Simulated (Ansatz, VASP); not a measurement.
# Be2SbP3: VASP beside Ansatz

```
Be Sb P
1.0
     6.72127    0.00000    0.00000
    -3.36063    5.82079    0.00000
     0.00000    0.00000    5.34829
Be Sb P
4 2 6
Direct
  0.00000 0.00000 0.00000
  0.00000 0.50000 0.00000
  0.50000 0.00000 0.00000
  0.50000 0.50000 0.00000
  0.66667 0.33333 0.56263
  0.33333 0.66667 0.43737
  0.82416 0.17584 0.19755
  0.82416 0.64832 0.19755
  0.35168 0.17584 0.19755
  0.64832 0.82416 0.80245
  0.17584 0.82416 0.80245
  0.17584 0.35168 0.80245
```

Change from the starting cell: species swapped into the TlPd2Se3 type (P-3m1, No. 164).

Alike in both runs: functional PBE; k mesh 3 × 3 × 4; occupations gaussian, width 0.1 eV; no spin polarisation.

Ansatz relaxed the structure, and its values are those at the end. VASP's run is a single point on that final structure, the one shown.

```csv
,VASP,Ansatz
version,VASP 6.6.1,Ansatz 0.2.0
potentials or method,"VASP PAW PBE potentials, release 64 (Be, Sb, P), cutoff 520 eV","scalar-relativistic, plane waves, PAW"
valence electrons in the cell,48,68
```

```csv
,VASP,Ansatz,Ansatz less VASP
gap on the k mesh at the Fermi level (eV),none,none,-
pressure (GPa),0.0,0.0,+0.04
rms of the force components (eV/Å),0.005,0.001,-0.0034
```

A gap of «none» marks a metal or a gap that the smearing closes. With one functional, cell and mesh, what is left measures potentials, basis and numerics. VASP's potentials hold 48 valence electrons a cell and Ansatz's 68, so a difference there can come from the potentials and not from the codes.

Spin-orbit coupling is off throughout.
